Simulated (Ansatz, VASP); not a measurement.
# Fe in VASP and in Ansatz

INCAR

```
PREC = Accurate
ENCUT = 600
EDIFF = 1E-6
ISMEAR = -1
SIGMA = 0.05
LREAL = False
LASPH = True
NELM = 200
ALGO = Normal
ISIF = 2
LWAVE = False
LCHARG = False
ISPIN = 2
MAGMOM = 3.8
LORBIT = 11
NUPDOWN = 3.8
LMAXMIX = 4
GGA = PE
NBANDS = 18
GGA_COMPAT = False
```

File KPOINTS:

```
Automatic mesh
0
Gamma
  11 11 11
```

The input POSCAR:

```
Fe
1.0
   -1.4430000000      1.4430000000      1.4430000000
    1.4430000000     -1.4430000000      1.4430000000
    1.4430000000      1.4430000000     -1.4430000000
Fe
1
Direct
    0.0000000000      0.0000000000      0.0000000000
```

Contents of input.yaml:

```yaml
crystal:
  lattice:
    - [-1.443, 1.443, 1.443]
    - [1.443, -1.443, 1.443]
    - [1.443, 1.443, -1.443]
  atoms:
    - { symbol: Fe, position: [0.0, 0.0, 0.0], spin: 3.8 }
hamiltonian:
  xc: pbe
  pseudopotentials: { kind: paw }
magnetization:
  spin_polarized: true
  initial_magnetization: 3.8
  spin_locking: { lock_magnetization: hard }
kpoints:
  mp_grid: { grid: [11, 11, 11] }
scf:
  occupations: { method: fermi_dirac, width: 0.05 }
  lower_state_search: "off"
output:
  forces: true
  stress: true
  eigenvalues: true
  write_density: true
  write_potential: true
  elf: true
  volumetric_format: npy
```

Alike in both runs: task single point; functional PBE; k mesh 11 × 11 × 11; occupations fermi-dirac, width 0.05 eV; collinear spin; fixed moment 3.8 μB.

|  | VASP | Ansatz |
| --- | --- | --- |
| version | VASP 6.6.1 | Ansatz 0.2.0 |
| potentials or method | VASP PAW PBE potentials, release 64 (Fe_sv) | Ansatz PAW |
| plane-wave cutoff (eV) | 600 | 420 |
| valence electrons in the cell | 16 | 16 |

Ansatz gave:

| Item | Value |
| --- | --- |
| net moment per atom (μB) | 3.80 |
| size of the moment on the site where the two differ most (μB) | 3.53 |

Problem. Which values does VASP return?

Solution. net moment per atom (μB): 3.80; size of the moment on the site where the two differ most (μB): 3.33.

Site moments also hang on the region over which each program counts them.
